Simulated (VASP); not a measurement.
Here is a VASP 6.6.1 calculation.

File INCAR:

```
PREC = Accurate
ENCUT = 520
EDIFF = 1E-7
ISMEAR = 0
SIGMA = 0.05
LREAL = False
LASPH = True
NELM = 60
ALGO = Normal
ISIF = 2
LWAVE = False
LCHARG = False
GGA = PS
NBANDS = 24
```

KPOINTS

```
Automatic mesh
0
Gamma
  6 6 6
```

The input POSCAR:

```
KCl
1.0
    0.0000000000     -3.1207041401     -3.1207041401
   -3.1207041401      0.0000000000     -3.1207041401
    3.1207041401      3.1207041401     -6.2414082803
K Cl
2 2
Direct
    0.5019641782      0.5161291089      0.4934919065
    0.0370843830      0.9708547041     -0.0065080935
    0.7284663983      0.7571778672      0.7571778672
    0.2284663983      0.2571778672      0.2571778672
```

Potentials or basis: VASP PAW PBE potentials, release 64 (K_sv, Cl).

Command:

```bash
$ cat potpaw_PBE.64/K_sv/POTCAR potpaw_PBE.64/Cl/POTCAR > POTCAR
$ mpirun -np 1 vasp_std > vasp.out
```

Q: Estimate the largest force.

A: 0.378 eV/Å.

Q: Predict the band gap on the k mesh.

A: 5.11 eV.

Stress tensor (GPa, compression positive):
```
 0.13  0.03 -0.01
 0.03  0.93  0.00
-0.01  0.00  0.01
```

Caveat: the cell differs from its parent crystal (atoms displaced along a vibrational mode); the PAW data sets were made with another functional, which shifts forces and pressure a little. A k mesh can miss the band edges.
